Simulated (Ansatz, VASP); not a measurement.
# FeNi3 in VASP and in Ansatz

```
CELL_PARAMETERS angstrom
3.54500 0.00000 0.00000
0.00000 3.54500 0.00000
0.00000 0.00000 3.54500
ATOMIC_POSITIONS crystal
Fe 0.00000 0.00000 0.00000
Ni 0.00000 0.50000 0.50000
Ni 0.50000 0.00000 0.50000
Ni 0.50000 0.50000 0.00000
```

Alike in both runs: functional PBE; k mesh 9 × 9 × 9; occupations fermi-dirac, width 0.05 eV; collinear spin.

Ansatz relaxed the structure, and its values are those at the end. VASP's run is a single point on that final structure, the one shown.

```csv
,VASP,Ansatz
version,VASP 6.6.1,Ansatz 0.2.0
potentials or method,"VASP PAW PBE potentials, release 64 (Fe, Ni)","plane-wave PAW, scalar-relativistic"
plane-wave cutoff (eV),520,420
valence electrons in the cell,38,70
```

VASP gave:

```
pressure (GPa)                                                : -0.2
net moment per atom (μB)                                      : 1.19
size of the moment on the site where the two differ most (μB) : 0.63
```

Question: Estimate Ansatz's values.

Answer: Pressure (GPa): 0.0; net moment per atom (μB): 1.21; size of the moment on the site where the two differ most (μB): 0.69.

Site moments also hang on the region over which each program counts them. With one functional, cell and mesh, what is left measures potentials, basis and numerics. VASP's potentials hold 38 valence electrons a cell and Ansatz's 70, so a difference there can come from the potentials and not from the codes. Ansatz's warnings: stress scf threshold loose.
